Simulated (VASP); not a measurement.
Sn3Se:

```
Sn Se
1.0
     0.00000    3.68268    3.68268
     3.68268    0.00000    3.68268
     3.68268    3.68268    0.00000
Sn Se
3 1
Direct
  0.50000 0.50000 0.50000
  0.75000 0.75000 0.75000
  0.25000 0.25000 0.25000
  0.00000 0.00000 0.00000
```

Base run:

| Quantity | Value |
| --- | --- |
| Program | VASP 6.6.1 |
| Functional | r2SCAN |
| Potentials or basis | VASP PAW PBE potentials, release 64 (Sn_d, Se) |
| Cutoff | 520 eV |
| k mesh | 6 × 6 × 6 |
| Occupations | fermi-dirac, width 0.05 eV |
| Spin | no spin polarisation |

Its results: band gap on the k mesh zero (band 24 reaches 8.23 eV, above the bottom of band 25 at 6.21 eV); pressure 0.9 GPa.

Question: After a change of settings the same cell gave: band gap on the k mesh zero (band 24 reaches 8.21 eV, above the bottom of band 25 at 6.12 eV); pressure -1.2 GPa. Which change was it?
A. functional from r2SCAN to PBE; further incar settings from ALGO = Normal; EDIFF = 1e-06; NBANDS = 32 to ALGO = Normal; EDIFF = 1e-07; NBANDS = 32
B. functional from r2SCAN to PBEsol
C. functional from r2SCAN to PBE
D. functional from r2SCAN to LDA; potentials or basis from VASP PAW PBE potentials, release 64 (Sn_d, Se) to VASP PAW LDA potentials, release 64 (Sn_d, Se)

Answer: B.

Caveats: the PAW data sets were made with another functional, which shifts forces and pressure a little; spin-orbit coupling is left out, which moves the levels of the heavy elements.
